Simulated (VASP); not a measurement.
Set up this calculation in VASP 6.6.1, as the native input.

| Property | Result |
| --- | --- |
| Task | single point |
| Functional | PBEsol |
| Potentials or basis | VASP PAW PBE potentials, release 64 (Ti_sv, O) |
| Cutoff | 520 eV |
| k mesh | 18 × 18 × 14 |
| Occupations | gaussian, width 0.3 eV |
| Spin | no spin polarisation |
| Dipole correction | no |
| Further INCAR settings | ALGO = Normal; EDIFF = 1e-06; NBANDS = 16 |

The structure of TiO lies in POSCAR:

```
TiO
1.0
    3.0309987015      0.0000000000      0.0000000000
   -1.5154993507      2.6249218743      0.0000000000
    0.0000000000      0.0000000000      3.2377000000
Ti O
1 1
Direct
    0.6666666667      0.3333333333      0.0000000000
    0.0000000000      0.0000000000      0.5000000000
```

The input as run:

INCAR

```
SYSTEM = TiO
ALGO     = Normal         ! electronic algorithm
EDIFF    = 1E-6           ! SCF threshold, eV
ENCUT    = 520            ! plane-wave cutoff, eV
GGA      = PS             ! functional
ISIF     = 2              ! what is computed and relaxed
ISMEAR   = 0              ! smearing method
LASPH    = .TRUE.         ! aspherical terms in the spheres
LCHARG   = .FALSE.        ! write CHGCAR
LREAL    = .FALSE.        ! projectors in reciprocal space
LWAVE    = .FALSE.        ! write WAVECAR
NBANDS   = 16             ! bands
NELM     = 100            ! most SCF steps
PREC     = Accurate       ! precision mode
SIGMA    = 0.3            ! smearing width, eV
```

KPOINTS

```
k-points
0
G
  18 18 14
  0 0 0
```

Potentials or basis: VASP PAW PBE potentials, release 64 (Ti_sv, O).

The run is started by

```sh
$ cat potpaw_PBE.64/Ti_sv/POTCAR potpaw_PBE.64/O/POTCAR > POTCAR
$ mpirun -np 1 vasp_std > vasp.out
```

It gave:

| Property | Result |
| --- | --- |
| Pressure | -40.2 GPa |

Caveat: the cell stands under tension; so wide a smearing shifts energies and pressures; the PAW data sets were made with another functional, which shifts forces and pressure a little.

Run time: 37 s on 1 thread of Intel(R) Xeon(R) 6975P-C (Granite Rapids) (shared host), peak memory 0.23 GiB.
